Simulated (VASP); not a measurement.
Set up this calculation in VASP 6.6.1, as the native input.

```
Task                   : relaxation of cell and atoms
Functional             : PBEsol
Potentials or basis    : VASP PAW PBE potentials, release 64 (Co)
Cutoff                 : 600 eV
k mesh                 : 20 × 20 × 20
Occupations            : gaussian, width 0.1 eV
Spin                   : collinear spin, ferromagnetic start
Starting moments       : [1.88] μB
Dipole correction      : no
Further INCAR settings : ALGO = Normal; EDIFF = 1e-07; IBRION = 2; EDIFFG = -0.005; NSW = 70; ISIF = 3
```

The structure of Co lies in POSCAR:

```
Co
1.0
    0.0000000000      1.7601741092      1.7601741092
    1.7601741092      0.0000000000      1.7601741092
    1.7601741092      1.7601741092      0.0000000000
Co
1
Direct
    0.0000000000      0.0000000000      0.0000000000
```

This isn't the form of Co at room conditions, which is hcp.

One way to write it, as run:

INCAR

```
SYSTEM = Co
PREC = Accurate
ENCUT = 600
EDIFF = 1E-7
ISMEAR = 0
SIGMA = 0.1
LREAL = .False.
LASPH = .True.
NELM = 150
ALGO = Normal
ISIF = 3
LWAVE = .False.
LCHARG = .False.
ISPIN = 2
MAGMOM = 1.88
LORBIT = 11
LMAXMIX = 4
GGA = PS
IBRION = 2
NSW = 70
EDIFFG = -0.005
```

KPOINTS

```
Automatic mesh
0
Gamma
  20 20 20
  0 0 0
```

Potentials or basis: VASP PAW PBE potentials, release 64 (Co).

The run is started by

```sh
$ cat potpaw_PBE.64/Co/POTCAR > POTCAR
$ mpirun -np 1 vasp_std > vasp.out
```

It gave:

- Relaxed volume: 10.38 Å³/atom
- Relaxed cell: a = 2.449 Å, b = 2.449 Å, c = 2.449 Å, α = 60.00°, β = 60.00°, γ = 60.00°
- Space group after relaxing (to 0.1 Å): Fm-3m (No. 225)
- Energy gained by relaxing: 18.4 meV/atom
- Ionic steps: 4
- Pressure after relaxing: 0.1 GPa
- Net moment: 1.61 μB per cell
- Site moments: Co +1.62 μB
- Valence electrons inside the program's atomic spheres: Co 8.36

Caveat: the PAW data sets were made with another functional, which shifts forces and pressure a little.

Wall time 80 s on 1 thread of Intel(R) Xeon(R) Platinum 8559C (Emerald Rapids), on a shared host, peak memory 0.18 GiB.
